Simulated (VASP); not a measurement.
# Hf3N2 (R-3m) in VASP: single point with PBEsol

Aim: the single point of Hf3N2 with PBEsol.

Everything below comes from runs of VASP 6.6.1. Logs are shortened: lines on timing, memory, paths and dates and some standing lists are left out, and cuts for length are marked.

**1. The cell of the first run**

It takes space group R-3m (No. 166, trigonal). Conventional cell: a = 3.199 Å, b = 3.199 Å, c = 23.265 Å, α = 90.00°, β = 90.00°, γ = 120.00°. Within 3.3 Å of Hf (site symmetry 3m) lie 3 N at 2.29 Å and 12 Hf at 3.12 to 3.21 Å. Within 3.0 Å of Hf (site symmetry -3m) lie 6 N at 2.24 Å. Within 3.0 Å of N (site symmetry 3m) lie 6 Hf at 2.24 to 2.29 Å.

**2. Single point, PBEsol**

Contents of INCAR:

```
SYSTEM = Hf3N2
  ALGO = Normal
  EDIFF = 1E-7
  ENCUT = 520
  GGA = PS
  ISIF = 2
  ISMEAR = 0
  LASPH = .TRUE.
  LCHARG = .FALSE.
  LREAL = .FALSE.
  LWAVE = .FALSE.
  NBANDS = 28
  NELM = 60
  PREC = Accurate
  SIGMA = 0.1
```

Contents of KPOINTS:

```
k-points
0
G
  18 18 18
  0 0 0
```

Contents of POSCAR:

```
Hf3N2
1.0
    1.5994260774      0.9234290764      7.7548432223
   -1.5994260774      0.9234290764      7.7548432223
    0.0000000000     -1.8468581527      7.7548432223
Hf N
3 2
Direct
    0.7794186600      0.7794186600      0.7794186600
    0.2205813400      0.2205813400      0.2205813400
    0.0000000000      0.0000000000      0.0000000000
    0.6119155300      0.6119155300      0.6119155300
    0.3880844700      0.3880844700      0.3880844700
```

Potentials or basis: VASP PAW PBE potentials, release 64 (Hf_pv, N).

Run with:

```
> cat potpaw_PBE.64/Hf_pv/POTCAR potpaw_PBE.64/N/POTCAR > POTCAR
> mpirun -np 1 vasp_std > vasp.out
```

OUTCAR:

```text
SYSTEM = Hf3N2
   EDIFF = 1E-7
   ENCUT = 520
   GGA = PS
   ISIF = 2
   ISMEAR = 0
   LASPH = .TRUE.
   LREAL = .FALSE.
   NELM = 60
   PREC = Accurate

 ion  position               nearest neighbor table
   1  0.779  0.779  0.779-   5 2.29   5 2.29   5 2.29   2 3.12   2 3.12   2 3.12   3 3.21   3 3.21
                             3 3.21
   2  0.221  0.221  0.221-   4 2.29   4 2.29   4 2.29   1 3.12   1 3.12   1 3.12   3 3.21   3 3.21
                             3 3.21
   3  0.000  0.000  0.000-   4 2.24   4 2.24   5 2.24   5 2.24   4 2.24   5 2.24   2 3.21   1 3.21
                             2 3.21   1 3.21   2 3.21   1 3.21
   4  0.612  0.612  0.612-   3 2.24   3 2.24   3 2.24   2 2.29   2 2.29   2 2.29
   5  0.388  0.388  0.388-   3 2.24   3 2.24   3 2.24   1 2.29   1 2.29   1 2.29

  LATTYP: Found a trigonal (rhomboedric) cell.
 ALAT       =     7.9717299527
 COS(alpha) =     0.9194893776

  Lattice vectors:

 A1 = (   1.5994260774,   0.9234290764,   7.7548432223)
 A2 = (  -1.5994260774,   0.9234290764,   7.7548432223)
 A3 = (   0.0000000000,  -1.8468581527,   7.7548432223)

Analysis of symmetry for initial positions (statically):
=====================================================================
 Subroutine PRICEL returns:
 Original cell was already a primitive cell.

 Routine SETGRP: Setting up the symmetry group for a
 trigonal (rhombohedral) supercell.

 Subroutine GETGRP returns: Found 12 space group operations
 (whereof 12 operations were pure point group operations)
 out of a pool of 12 trial point group operations.

The static configuration has the point symmetry D_3d.

Analysis of symmetry for dynamics (positions and initial velocities):
=====================================================================
 Subroutine PRICEL returns:
 Original cell was already a primitive cell.

 Routine SETGRP: Setting up the symmetry group for a
 trigonal (rhombohedral) supercell.

 Subroutine GETGRP returns: Found 12 space group operations
 (whereof 12 operations were pure point group operations)
 out of a pool of 12 trial point group operations.

The dynamic configuration has the point symmetry D_3d.

 Subroutine INISYM returns: Found 12 space group operations
 (whereof 12 operations are pure point group operations),
 and found     1 'primitive' translations

----------------------------------------------------------------------------------------

                                     Primitive cell

  volume of cell :      68.7214

  direct lattice vectors                    reciprocal lattice vectors
     1.599426077  0.923429076  7.754843222     0.312612134  0.180486700  0.042983891
    -1.599426077  0.923429076  7.754843222    -0.312612134  0.180486700  0.042983891
     0.000000000 -1.846858153  7.754843222     0.000000000 -0.360973400  0.042983891

  length of vectors
     7.971729953  7.971729953  7.971729953     0.363523604  0.363523604  0.363523604

  position of ions in fractional coordinates (direct lattice)
     0.779418660  0.779418660  0.779418660
     0.220581340  0.220581340  0.220581340
     0.000000000  0.000000000  0.000000000
     0.611915530  0.611915530  0.611915530
     0.388084470  0.388084470  0.388084470

  ion indices of the primitive-cell ions
   primitive index   ion index
                 1           1
                 2           2
                 3           3
                 4           4
                 5           5

----------------------------------------------------------------------------------------

 KPOINTS: k-points

Automatic generation of k-mesh.
 Grid dimensions read from file:
 generate k-points for:   18   18   18

 Generating k-lattice:

  Cartesian coordinates                     Fractional coordinates (reciprocal lattice)
     0.017367341  0.010027039  0.002387994     0.055555556 -0.000000000 -0.000000000
    -0.017367341  0.010027039  0.002387994    -0.000000000  0.055555556 -0.000000000
     0.000000000 -0.020054078  0.002387994     0.000000000  0.000000000  0.055555556

  Length of vectors
     0.020195756  0.020195756  0.020195756

  Shift w.r.t. Gamma in fractional coordinates (k-lattice)
     0.000000000  0.000000000  0.000000000

 Subroutine IBZKPT returns following result:
 ===========================================

 Found    580 irreducible k-points:

 Following reciprocal coordinates:
            Coordinates               Weight
  0.000000  0.000000  0.000000      1.000000
  0.055556 -0.000000  0.000000      6.000000
  0.111111 -0.000000  0.000000      6.000000
  0.166667 -0.000000  0.000000      6.000000
  0.222222 -0.000000  0.000000      6.000000
  0.277778  0.000000  0.000000      6.000000
[... 16 lines left out ...]
 -0.277778  0.055556 -0.000000     12.000000
 -0.222222  0.055556 -0.000000     12.000000
 [... further k-points ...]
   k-points           NKPTS =    580   k-points in BZ     NKDIM =    580   number of bands    NBANDS=     28
   number of dos      NEDOS =    301   number of ions     NIONS =      5
   total plane-waves  NPLWV = 216000
   dimension x,y,z NGX =    60 NGY =   60 NGZ =   60
   dimension x,y,z NGXF=   120 NGYF=  120 NGZF=  120
   ions per type =               3   2
   NGX,Y,Z   is equivalent  to a cutoff of  12.51, 12.51, 12.51 a.u.
   NGXF,Y,Z  is equivalent  to a cutoff of  25.03, 25.03, 25.03 a.u.
 SYSTEM =  Hf3N2
   PREC   = accura    normal or accurate (medium, high low for compatibility)
   ISTART =      0    job   : 0-new  1-cont  2-samecut
   ICHARG =      2    charge: 1-file 2-atom 10-const
   ISPIN  =      1    spin polarized calculation?
   LNONCOLLINEAR =      F non collinear calculations
   LSORBIT =      F    spin-orbit coupling
   LASPH  =      T    aspherical Exc in radial PAW
   ENCUT  =  520.0 eV  38.22 Ry    6.18 a.u.  14.82 14.82 14.82*2*pi/ulx,y,z
   NELM   =     60;   NELMIN=  2; NELMDL= -5     # of ELM steps
   EDIFF  = 0.1E-06   stopping-criterion for ELM
   LREAL  =      F    real-space projection
   EDIFFG = 0.1E-05   stopping-criterion for IOM
   NSW    =      0    number of steps for IOM
   IBRION =     -1    ionic relax: 0-MD 1-quasi-New 2-CG
   NFREE  =      0    steps in history (QN), initial steepest desc. (CG)
   ISIF   =      2    stress and relaxation
   ISYM   =      2    0-nonsym 1-usesym 2-fastsym
   POTIM  = 0.5000    time-step for ionic-motion
   TEBEG  =    0.0;   TEEND  =   0.0 temperature during run
   PSTRESS=    0.0 pullay stress
   NELECT =      40.0000    total number of electrons
   NUPDOWN=      -1.0000    fix difference up-down
   EMIN   =  10.00;   EMAX   =-10.00  energy-range for DOS
   EFERMI =   0.00;   METHOD = LEGACY
   ISMEAR =     0;   SIGMA  =   0.10  broadening in eV -4-tet -1-fermi 0-gaus
   EFERMI_NEDOS =   21; number of points for ismear=-14 and -15
   IALGO  =     38    algorithm
   IMIX   =      4    mixing-type and parameters
     AMIX     =   0.40;   BMIX     =  1.00
     AMIX_MAG =   1.60;   BMIX_MAG =  1.00
  volume/ion in A,a.u.               =      13.74        92.75
  Fermi-wavevector in a.u.,A,eV,Ry     =   1.366881  2.583031 25.420646  1.868365
  Thomas-Fermi vector in A             =   2.492983
   LORBIT       =      0    0 simple, 1 ext, 2 COOP (PROOUT), +10 PAW based schemes
   GGA     = PS    functional components
   LHFCALC =     F    Hartree Fock is set to
   AEXX    =    0.0000 exact exchange contribution
   IVDW    =     0    specifies the selected vdW correction
   LEPSILON=     F    determine dielectric tensor
   LRPA    =     F    only Hartree local field effects (RPA)
 non-spin polarized calculation
 Gauss-broadening in eV      SIGMA  =   0.10
  energy-cutoff  :      520.00
  volume of cell :       68.72
 maximum number of plane-waves:      1870
   NGX = 29   NGY = 29   NGZ = 29

 number of electron      40.0000000 magnetization

 Free energy of the ion-electron system (eV)
  ---------------------------------------------------
  ext. energy  EPLUGINS =         0.00000000
  ---------------------------------------------------
  free energy    TOTEN  =       -56.80465759 eV

  energy without entropy =      -56.79721024  energy(sigma->0) =      -56.80093391

 E-fermi :   6.5244     XC(G=0): -12.3981

 val. band max:        6.5217539337   @ k =   0.4444   0.4444   0.3333
 cond. band min:       6.5257279020   @ k =   0.2778   0.2778   0.1111
 fundamental gap:      0.0039739683
 Fermi energy:         6.5243793515

 k-point     1 :       0.0000    0.0000    0.0000
  band No.  band energies     occupation
      1     -24.9016      2.00000
      2     -24.3922      2.00000
      3     -24.3922      2.00000
      4     -24.1580      2.00000
      5     -23.6144      2.00000
      6     -23.5459      2.00000
[... 20 lines left out ...]
     27       9.3291      0.00000
     28      10.2776      0.00000

 k-point     2 :       0.0556   -0.0000    0.0000
  band No.  band energies     occupation
      1     -24.8960      2.00000
      2     -24.4204      2.00000
      3     -24.3971      2.00000
      4     -24.1461      2.00000
      5     -23.6245      2.00000
      6     -23.5560      2.00000
[... 20 lines left out ...]
     27       9.4655      0.00000
     28      10.1520      0.00000

 k-point     3 :       0.1111   -0.0000    0.0000
  band No.  band energies     occupation
      1     -24.8797      2.00000
      2     -24.4955      2.00000
      3     -24.4114      2.00000
      4     -24.1177      2.00000
      5     -23.6618      2.00000
      6     -23.5801      2.00000
[... 20 lines left out ...]
     27       9.5799      0.00000
     28      10.2802      0.00000

 k-point     4 :       0.1667   -0.0000    0.0000
  band No.  band energies     occupation
      1     -24.8547      2.00000
      2     -24.6014      2.00000
      3     -24.4331      2.00000
      4     -24.0827      2.00000
      5     -23.7306      2.00000
      6     -23.6496      2.00000
[... 20 lines left out ...]
     27      10.0658      0.00000
     28      10.5827      0.00000

 k-point     5 :       0.2222   -0.0000    0.0000
  band No.  band energies     occupation
      1     -24.8246      2.00000
      2     -24.7233      2.00000
      3     -24.4597      2.00000
      4     -24.0482      2.00000
      5     -23.8190      2.00000
      6     -23.7472      2.00000
[... 20 lines left out ...]
     27      10.6490      0.00000
     28      10.8633      0.00000

 k-point     6 :       0.2778    0.0000    0.0000
  band No.  band energies     occupation
      1     -24.8540      2.00000
      2     -24.7864      2.00000
      3     -24.4877      2.00000
      4     -24.0290      2.00000
      5     -23.9126      2.00000
      6     -23.8327      2.00000
[... 463 lines left out ...]
      5     -24.0884      2.00000
      6     -23.8393      2.00000
[... 20 lines left out ...]
     27      11.6668      0.00000
     28      12.0135      0.00000

 k-point    22 :      -0.3333    0.0556   -0.0000
  band No.  band energies     occupation
      1     -25.0129      2.00000
      2     -24.7422      2.00000
      3     -24.5387      2.00000
      4     -24.0775      2.00000
      5     -24.0313      2.00000
      6     -23.8620      2.00000
[... 20 lines left out ...]
     27      11.3653      0.00000
     28      11.7563      0.00000

 k-point    23 :      -0.2778    0.0556   -0.0000
  band No.  band energies     occupation
      1     -24.9127      2.00000
      2     -24.7696      2.00000
      3     -24.5128      2.00000
      4     -24.0314      2.00000
      5     -23.9548      2.00000
      6     -23.8614      2.00000
[... 20 lines left out ...]
     27      11.1528      0.00000
     28      11.3915      0.00000

 k-point    24 :      -0.2222    0.0556   -0.0000
  band No.  band energies     occupation
      1     -24.8109      2.00000
      2     -24.7858      2.00000
      3     -24.4832      2.00000
      4     -24.0315      2.00000
      5     -23.8667      2.00000
      6     -23.8022      2.00000
[... 20 lines left out ...]
     27      10.8221      0.00000
     28      11.0144      0.00000

 [... further k-points ...]
[... 5 lines left out ...]
  --------------------------------------------------------------------------------------
  -------------------------------------------------------------------------------------
  Total       -1.4268320     -1.4268320     -1.7353921      0.0000000     -0.0000000      0.0000000
  in kB      -33.2652984    -33.2652984    -40.4591001      0.0000000     -0.0000000      0.0000000
  external PRESSURE =     -35.6632323 kB  Pullay stress =       0.0000000 kB

 VOLUME and BASIS-vectors are now :
 -----------------------------------------------------------------------------
  energy-cutoff  :      520.00
  volume of cell :       68.72
      direct lattice vectors                 reciprocal lattice vectors
     1.599426077  0.923429076  7.754843222     0.312612134  0.180486700  0.042983891
    -1.599426077  0.923429076  7.754843222    -0.312612134  0.180486700  0.042983891
     0.000000000 -1.846858153  7.754843222     0.000000000 -0.360973400  0.042983891

 POSITION                                       TOTAL-FORCE (eV/Angst)
 -----------------------------------------------------------------------------------
      0.00000      0.00000     18.13281         0.000000     -0.000000     -0.306189
      0.00000      0.00000      5.13172         0.000000      0.000000      0.306189
      0.00000      0.00000      0.00000         0.000000      0.000000     -0.000000
      0.00000      0.00000     14.23593         0.000000     -0.000000     -0.195692
      0.00000      0.00000      9.02860         0.000000      0.000000      0.195692
 -----------------------------------------------------------------------------------
    total drift:                                0.000000     -0.000000     -0.000000

  FREE ENERGIE OF THE ION-ELECTRON SYSTEM (eV)
  ---------------------------------------------------
  free  energy   TOTEN  =       -56.8046575920 eV

  energy  without entropy=      -56.7972102379  energy(sigma->0) =      -56.80093391
```

Wall time 36 min (1 thread of Intel Xeon 6975P-C (Granite Rapids), shared host); peak memory 1.2 GiB.

Results:

* Free energy: -56.8047 eV
* Pressure: -3.6 GPa
* Largest force: 0.306 eV/Å
* Band gap on the k mesh: zero (bands 20 and 21 overlap by 1.07 eV)

Forces in eV/Å, atoms in the order of the input:
```
Hf   0.000  0.000 -0.306
Hf   0.000  0.000  0.306
Hf   0.000  0.000  0.000
N    0.000  0.000 -0.196
N    0.000  0.000  0.196
```

Levels at points of the mesh, in eV from the Fermi level:
```tsv
k point	band 17	band 18	band 19	band 20	band 21	band 22	band 23	band 24
(0.00, 0.00, 0.00)	-3.51	-3.04	0.24	0.56	0.82	0.82	1.87	1.87
(0.50, 0.00, 0.00)	-3.87	-2.40	-0.99	-0.48	-0.35	2.80	3.27	4.25
(0.50, 0.50, 0.00)	-3.98	-2.96	-0.87	-0.22	0.53	1.86	3.22	4.15
(0.50, 0.50, 0.50)	-3.59	-1.66	-1.00	0.50	0.50	1.49	1.50	2.77
```

Caveat: the cell stands under tension; the PAW data sets were made with another functional, which shifts forces and pressure a little; spin-orbit coupling is left out, which moves the levels of the heavy elements.
